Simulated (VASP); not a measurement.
The system is TiCo.

```
Ti Co
1.0
     3.05081    0.00000    0.00000
     0.00000    3.05081    0.00000
     0.00000    0.00000    3.05081
Ti Co
1 1
Direct
  0.00000 0.00000 0.00000
  0.50000 0.50000 0.50000
```

```yaml
Program: VASP 6.6.1
Task: relaxation of cell and atoms
Functional: PBE
Potentials_or_basis: VASP PAW PBE potentials, release 64 (Ti_sv, Co_sv)
Cutoff: 600 eV
k_mesh: 6 × 6 × 6
Occupations: gaussian, width 0.1 eV
Spin: collinear spin, ferromagnetic start
Starting_moments: "[0.0, 1.2] μB"
```

At the start: pressure -10.7 GPa; volume 14.20 Å³/atom.

Q: Where does the relaxation end?

A: Over 4 steps the energy falls by 24.1 meV/atom and the volume is 13.06 Å³/atom (-8.0 %); space group Pm-3m (No. 221, to 0.05 Å); moment 0.00 μB per cell.

Step by step:
```
step  energy change (eV)  largest force (eV/Å)  pressure (GPa)  volume (Å³)
   1              0.0000                0.0000          -10.66        28.40
   2             -0.0275                0.0000           11.60        24.69
   3             -0.0479                0.0000           -0.72        26.23
   4             -0.0481                0.0000            0.02        26.13
```

Final structure:
```
Ti Co
1.0
     2.96736    0.00000    0.00000
     0.00000    2.96736    0.00000
     0.00000    0.00000    2.96736
Ti Co
1 1
Direct
  0.00000 0.00000 0.00000
  0.50000 0.50000 0.50000
```
